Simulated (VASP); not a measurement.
# Cd3Te5 (Pm-3m) in VASP: further runs

Runs on Cd3Te5. Level: PBE. Tasks: single point.

Program: VASP 6.6.1. These are calculated values, not measurements. Logs are shortened: lines on timing, memory, paths and dates and some standing lists are left out, and cuts for length are marked.

### 1 The cell of the first run

The structure is cubic, space group Pm-3m (No. 221). The conventional cell has a = 6.243 Å, b = 6.243 Å, c = 6.243 Å, α = 90.00°, β = 90.00°, γ = 90.00°. Within 4.1 Å of Cd (site symmetry 4/mmm) lie 6 Te at 3.12 Å. Within 4.1 Å of Te (site symmetry 4/mmm) lie 4 Cd at 3.12 Å and 2 Te at 3.12 Å. Within 4.1 Å of Te (site symmetry m-3m) lie 6 Cd at 3.12 Å. Within 4.1 Å of Te (site symmetry m-3m) lie 6 Te at 3.12 Å.

### 2 Single point, PBE

The input, INCAR:

```
ALGO = Normal ; EDIFF = 1E-6
ENCUT = 520 ; GGA = PE
ISIF = 2 ; ISMEAR = 0
LASPH = True ; LCHARG = True
LELF = True ; LREAL = False
LVHAR = True ; LWAVE = False
NBANDS = 43 ; NELM = 60
PREC = Accurate ; SIGMA = 0.2
```

The input, KPOINTS:

```
k-points
0
Gamma
  3 3 3
```

The input, POSCAR:

```
Cd3Te5
1.0
    6.2430743866      0.0000000000      0.0000000000
    0.0000000000      6.2430743866      0.0000000000
    0.0000000000      0.0000000000      6.2430743866
Cd Te
3 5
Direct
    0.5000000000      0.0000000000      0.0000000000
    0.0000000000      0.5000000000      0.0000000000
    0.0000000000      0.0000000000      0.5000000000
    0.0000000000      0.5000000000      0.5000000000
    0.5000000000      0.0000000000      0.5000000000
    0.5000000000      0.5000000000      0.0000000000
    0.0000000000      0.0000000000      0.0000000000
    0.5000000000      0.5000000000      0.5000000000
```

Potentials or basis: VASP PAW PBE potentials, release 64 (Cd, Te).

Command:

```console
> cat potpaw_PBE.64/Cd/POTCAR potpaw_PBE.64/Te/POTCAR > POTCAR
> mpirun -np 1 vasp_std > vasp.out
```

OUTCAR:

```text
EDIFF = 1E-6
   ENCUT = 520
   GGA = PE
   ISIF = 2
   ISMEAR = 0
   LASPH = True
   LREAL = False
   NELM = 60
   PREC = Accurate

 ion  position               nearest neighbor table
   1  0.500  0.000  0.000-   5 3.12   6 3.12   7 3.12   5 3.12   6 3.12   7 3.12
   2  0.000  0.500  0.000-   4 3.12   6 3.12   7 3.12   4 3.12   7 3.12   6 3.12
   3  0.000  0.000  0.500-   4 3.12   5 3.12   7 3.12   7 3.12   4 3.12   5 3.12
   4  0.000  0.500  0.500-   2 3.12   3 3.12   8 3.12   2 3.12   3 3.12   8 3.12
   5  0.500  0.000  0.500-   1 3.12   3 3.12   8 3.12   1 3.12   8 3.12   3 3.12
   6  0.500  0.500  0.000-   1 3.12   2 3.12   8 3.12   8 3.12   1 3.12   2 3.12
   7  0.000  0.000  0.000-   1 3.12   2 3.12   3 3.12   3 3.12   2 3.12   1 3.12
   8  0.500  0.500  0.500-   4 3.12   5 3.12   6 3.12   6 3.12   5 3.12   4 3.12

  LATTYP: Found a simple cubic cell.
 ALAT       =     6.2430743866

  Lattice vectors:

 A1 = (   6.2430743866,   0.0000000000,   0.0000000000)
 A2 = (   0.0000000000,   6.2430743866,   0.0000000000)
 A3 = (   0.0000000000,   0.0000000000,   6.2430743866)

Analysis of symmetry for initial positions (statically):
=====================================================================
 Subroutine PRICEL returns:
 Original cell was already a primitive cell.

 Routine SETGRP: Setting up the symmetry group for a
 simple cubic supercell.

 Subroutine GETGRP returns: Found 48 space group operations
 (whereof 48 operations were pure point group operations)
 out of a pool of 48 trial point group operations.

The static configuration has the point symmetry O_h .

Analysis of symmetry for dynamics (positions and initial velocities):
=====================================================================
 Subroutine PRICEL returns:
 Original cell was already a primitive cell.

 Routine SETGRP: Setting up the symmetry group for a
 simple cubic supercell.

 Subroutine GETGRP returns: Found 48 space group operations
 (whereof 48 operations were pure point group operations)
 out of a pool of 48 trial point group operations.

The dynamic configuration has the point symmetry O_h .

 Subroutine INISYM returns: Found 48 space group operations
 (whereof 48 operations are pure point group operations),
 and found     1 'primitive' translations

[... 88 lines left out ...]
   NSW    =      0    number of steps for IOM
   IBRION =     -1    ionic relax: 0-MD 1-quasi-New 2-CG
   NFREE  =      0    steps in history (QN), initial steepest desc. (CG)
   ISIF   =      2    stress and relaxation
   ISYM   =      2    0-nonsym 1-usesym 2-fastsym
   POTIM  = 0.5000    time-step for ionic-motion
   TEBEG  =    0.0;   TEEND  =   0.0 temperature during run
   PSTRESS=    0.0 pullay stress
   NELECT =      66.0000    total number of electrons
   NUPDOWN=      -1.0000    fix difference up-down
   EMIN   =  10.00;   EMAX   =-10.00  energy-range for DOS
   EFERMI =   0.00;   METHOD = LEGACY
   ISMEAR =     0;   SIGMA  =   0.20  broadening in eV -4-tet -1-fermi 0-gaus
   EFERMI_NEDOS =   21; number of points for ismear=-14 and -15
   IALGO  =     38    algorithm
   IMIX   =      4    mixing-type and parameters
     AMIX     =   0.40;   BMIX     =  1.00
     AMIX_MAG =   1.60;   BMIX_MAG =  1.00
  volume/ion in A,a.u.               =      30.42       205.26
  Fermi-wavevector in a.u.,A,eV,Ry     =   1.059720  2.002580 15.279419  1.123006
  Thomas-Fermi vector in A             =   2.195075
   LORBIT       =      0    0 simple, 1 ext, 2 COOP (PROOUT), +10 PAW based schemes
   GGA     = PE    functional components
   LHFCALC =     F    Hartree Fock is set to
   AEXX    =    0.0000 exact exchange contribution
   IVDW    =     0    specifies the selected vdW correction
   LEPSILON=     F    determine dielectric tensor
   LRPA    =     F    only Hartree local field effects (RPA)
 non-spin polarized calculation
 Gauss-broadening in eV      SIGMA  =   0.20
  energy-cutoff  :      520.00
  volume of cell :      243.33
 maximum number of plane-waves:      6619
 NGX is ok and might be reduce to    48
   NGX = 23   NGY = 23   NGZ = 23

 number of electron      66.0000019 magnetization

 Free energy of the ion-electron system (eV)
  ---------------------------------------------------
  ext. energy  EPLUGINS =         0.00000000
  ---------------------------------------------------
  free energy    TOTEN  =       -18.79949294 eV

  energy without entropy =      -18.59224211  energy(sigma->0) =      -18.69586752

 E-fermi :   4.7664     XC(G=0):  -9.4474

 val. band max:        4.7512840894   @ k =   0.3333   0.3333   0.3333
 cond. band min:       4.8396723802   @ k =   0.3333   0.3333   0.0000
 fundamental gap:      0.0883882908
 Fermi energy:         4.7664392268

 k-point     1 :       0.0000    0.0000    0.0000
  band No.  band energies     occupation
      1      -8.3406      2.00000
      2      -6.4204      2.00000
      3      -6.4204      2.00000
      4      -6.3351      2.00000
      5      -5.0123      2.00000
      6      -3.9242      2.00000
[... 173 lines left out ...]
     42       9.0043      0.00000
     43       9.0043      0.00000

------------------------ aborting loop because EDIFF is reached ----------------------------------------

  FORCE on cell =-STRESS in cart. coord.  units (eV):
  Direction    XX          YY          ZZ          XY          YZ          ZX
  --------------------------------------------------------------------------------------
  -------------------------------------------------------------------------------------
  Total       -0.2407246     -0.2407246     -0.2407246      0.0000000      0.0000000      0.0000000
  in kB       -1.5850231     -1.5850231     -1.5850231      0.0000000      0.0000000      0.0000000
  external PRESSURE =      -1.5850231 kB  Pullay stress =       0.0000000 kB

 VOLUME and BASIS-vectors are now :
 -----------------------------------------------------------------------------
  energy-cutoff  :      520.00
  volume of cell :      243.33
      direct lattice vectors                 reciprocal lattice vectors
     6.243074387  0.000000000  0.000000000     0.160177492  0.000000000  0.000000000
     0.000000000  6.243074387  0.000000000     0.000000000  0.160177492  0.000000000
     0.000000000  0.000000000  6.243074387     0.000000000  0.000000000  0.160177492

 POSITION                                       TOTAL-FORCE (eV/Angst)
 -----------------------------------------------------------------------------------
      3.12154      0.00000      0.00000         0.000000      0.000000      0.000000
      0.00000      3.12154      0.00000         0.000000      0.000000      0.000000
      0.00000      0.00000      3.12154         0.000000      0.000000      0.000000
      0.00000      3.12154      3.12154         0.000000      0.000000      0.000000
      3.12154      0.00000      3.12154         0.000000      0.000000      0.000000
      3.12154      3.12154      0.00000         0.000000      0.000000      0.000000
      0.00000      0.00000      0.00000         0.000000      0.000000      0.000000
      3.12154      3.12154      3.12154         0.000000      0.000000      0.000000
 -----------------------------------------------------------------------------------
    total drift:                                0.000000      0.000000      0.000000

  FREE ENERGIE OF THE ION-ELECTRON SYSTEM (eV)
  ---------------------------------------------------
  free  energy   TOTEN  =       -18.7994929350 eV

  energy  without entropy=      -18.5922421122  energy(sigma->0) =      -18.69586752
```

Run time: 33 s. Hardware: 1 thread of Intel Xeon 6975P-C (Granite Rapids), shared host; peak memory 0.31 GiB.

What came out:

```
Free energy            : -18.7995 eV
Pressure               : -0.2 GPa
Band gap on the k mesh : zero (band 33 reaches 4.84 eV, above the bottom of band 34 at 3.54 eV)
```

Caveat: spin-orbit coupling is left out, which moves the levels of the heavy elements.

### 3 Single point, PBE

This run uses another cell than the first one, of 29.82 Å³/atom, 0.980 times its volume.

The input, INCAR:

```
PREC     = Accurate       # precision mode
ENCUT    = 520            # plane-wave cutoff, eV
EDIFF    = 1E-6           # SCF threshold, eV
ISMEAR   = 0              # smearing method
SIGMA    = 0.2            # smearing width, eV
LREAL    = False          # projectors in reciprocal space
LASPH    = True           # aspherical terms in the spheres
NELM     = 100            # most SCF steps
ALGO     = Normal         # electronic algorithm
ISIF     = 2              # what is computed and relaxed
LWAVE    = False          # write WAVECAR
LCHARG   = True           # write CHGCAR
GGA      = PE             # functional
LELF     = True           # ELF
LVHAR    = True         
NBANDS   = 43             # bands
```

The input, KPOINTS:

```
Automatic mesh
0
Gamma
  4 4 4
```

The input, POSCAR:

```
Cd3Te5
1.0
    6.2022098203      0.0000000000      0.0000000000
    0.0000000000      6.2022098203      0.0000000000
    0.0000000000      0.0000000000      6.2022098203
Cd Te
3 5
Direct
    0.5000000000      1.0000000000      0.0000000000
    1.0000000000      0.5000000000      1.0000000000
    0.0000000000      0.0000000000      0.5000000000
    0.0000000000      0.5000000000      0.5000000000
    0.5000000000      1.0000000000      0.5000000000
    0.5000000000      0.5000000000      0.0000000000
    0.0000000000      0.0000000000      0.0000000000
    0.5000000000      0.5000000000      0.5000000000
```

Potentials or basis: VASP PAW PBE potentials, release 64 (Cd, Te).

Command:

```console
> cat potpaw_PBE.64/Cd/POTCAR potpaw_PBE.64/Te/POTCAR > POTCAR
> mpirun -np 1 vasp_std > vasp.out
```

Run time: 88 s. Hardware: 1 thread of Intel Xeon 6975P-C (Granite Rapids), shared host; peak memory 0.35 GiB.

It converged, with:

* Free energy: -19.9753 eV
* Pressure: -0.1 GPa
* Band gap on the k mesh: zero (band 33 reaches 5.42 eV, above the bottom of band 34 at 3.72 eV)

Levels at points of the mesh, in eV from the Fermi level:
```csv
k point,band 31,band 32,band 33,band 34,band 35,band 36
"(0.00, 0.00, 0.00)",-1.74,-1.16,-1.16,-1.16,-0.66,2.81
"(0.50, 0.00, 0.00)",-1.74,-1.74,-1.72,1.42,1.59,1.66
"(0.50, 0.50, 0.00)",-1.43,-0.85,-0.39,-0.39,2.01,2.61
"(0.50, 0.50, 0.50)",-0.72,-0.72,-0.57,-0.57,-0.57,2.24
```

Caveat: spin-orbit coupling is left out, which moves the levels of the heavy elements.

### 4 Single point, PBE

This run uses another cell than the first one, of 29.82 Å³/atom, 0.980 times its volume.

The input, INCAR:

```
  PREC = Accurate
  ENCUT = 520
  EDIFF = 1E-6
  ISMEAR = 0
  SIGMA = 0.1
  LREAL = False
  LASPH = True
  NELM = 60
  ALGO = Normal
  ISIF = 2
  LWAVE = False
  LCHARG = True
  GGA = PE
  LELF = True
  LVHAR = True
  NBANDS = 43
```

The input, KPOINTS:

```
regular mesh
0
Gamma
  6 6 6
```

The input, POSCAR:

```
Cd3Te5
1.0
    6.2022098203      0.0000000000      0.0000000000
    0.0000000000      6.2022098203      0.0000000000
    0.0000000000      0.0000000000      6.2022098203
Cd Te
3 5
Direct
    0.5000000000      0.0000000000      0.0000000000
    0.0000000000      0.5000000000      0.0000000000
    0.0000000000      0.0000000000      0.5000000000
    0.0000000000      0.5000000000      0.5000000000
    0.5000000000      0.0000000000      0.5000000000
    0.5000000000      0.5000000000      0.0000000000
    0.0000000000      0.0000000000      0.0000000000
    0.5000000000      0.5000000000      0.5000000000
```

Command:

```console
> cat potpaw_PBE.64/Cd/POTCAR potpaw_PBE.64/Te/POTCAR > POTCAR
> mpirun -np 1 vasp_std > vasp.out
```

It took 1.8 min on 1 thread of Intel Xeon 6975P-C (Granite Rapids), shared host; peak memory 0.4 GiB.

The run converged. Its results:

```yaml
Free_energy: -19.5913 eV
Pressure: 0.1 GPa
Band_gap_on_the_k_mesh: zero (band 33 reaches 5.02 eV, above the bottom of band 34 at 3.72 eV)
```

Levels at points of the mesh, in eV from the Fermi level:
| k point | band 29 | band 30 | band 31 | band 32 | band 33 | band 34 | band 35 | band 36 | band 37 | band 38 |
| --- | --- | --- | --- | --- | --- | --- | --- | --- | --- | --- |
| (0.00, 0.00, 0.00) | -2.61 | -1.77 | -1.77 | -1.20 | -1.20 | -1.20 | -0.70 | 2.77 | 2.77 | 2.77 |
| (0.50, 0.00, 0.00) | -2.45 | -1.86 | -1.78 | -1.78 | -1.76 | 1.38 | 1.56 | 1.62 | 2.81 | 2.81 |
| (0.50, 0.50, 0.00) | -2.13 | -1.92 | -1.46 | -0.89 | -0.43 | -0.43 | 1.97 | 2.57 | 2.57 | 2.88 |
| (0.50, 0.50, 0.50) | -1.05 | -0.76 | -0.76 | -0.76 | -0.62 | -0.62 | -0.62 | 2.20 | 2.43 | 2.43 |

Caveat: spin-orbit coupling is left out, which moves the levels of the heavy elements.

### 5 The runs side by side

| cell | k mesh | smearing | gap on the mesh (eV) | pressure (GPa) |
| --- | --- | --- | --- | --- |
| a = 6.243 Å, 8 atoms | 3 × 3 × 3 | gaussian 0.2 eV | none | -0.2 |
| a = 6.202 Å, 8 atoms | 4 × 4 × 4 | gaussian 0.2 eV | none | -0.1 |
| a = 6.202 Å, 8 atoms | 6 × 6 × 6 | gaussian 0.1 eV | none | 0.1 |

Alike in all rows: task single point; level PBE; potentials or basis VASP PAW PBE potentials, release 64 (Cd, Te); no spin polarisation; cutoff (eV) 520.

Caveats: spin-orbit coupling is left out, which moves the levels of the heavy elements.

Total energies depend on the potentials used, so only differences within one code and one set of settings carry meaning.
